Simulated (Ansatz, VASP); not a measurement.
**BRu12: VASP beside Ansatz**

```xyz
13
Lattice="5.4000 0.0000 0.0000 -4.0500 7.0148 0.0000 0.0000 0.0000 4.2768" Properties=species:S:1:pos:R:3 pbc="T T T"
Ru    0.0091   -0.0358    0.0335
Ru   -0.0040    1.4542    2.1974
Ru   -1.4332    2.2865   -0.0447
Ru   -1.4347    3.9258    2.2052
Ru   -2.6870    4.7322    0.0411
Ru   -2.6904    6.2375    2.1363
Ru    2.6923   -0.0077    0.0103
Ru    2.6896    1.4967    2.1064
Ru    1.4349    2.3030   -0.0579
Ru    1.4345    3.9433    2.1923
Ru    0.0052    4.7747   -0.0504
Ru   -0.0082    6.2651    2.1144
B     0.0009    3.1148    1.0743
```

Alike in both runs: functional PBE; dispersion D3(BJ); k mesh 2 × 2 × 3; occupations fermi-dirac, width 0.1 eV; no spin polarisation.

Ansatz relaxed the structure, and its values are those at the end. VASP's run is a single point on that final structure, the one shown.

|  | VASP | Ansatz |
| --- | --- | --- |
| version | VASP 6.6.1 | Ansatz 0.2.0 |
| potentials or method | VASP PAW PBE potentials, release 64 (Ru_pv, B), cutoff 520 eV | scalar-relativistic, plane waves, PAW |
| valence electrons in the cell | 171 | 195 |

```csv
,VASP,Ansatz,Ansatz less VASP
rms of the force components (eV/Å),0.012,0.010,-0.0017
```

VASP's potentials hold 171 valence electrons a cell and Ansatz's 195, so a difference there can come from the potentials and not from the codes.

The k mesh is coarse, so the values compare programs but aren't converged.
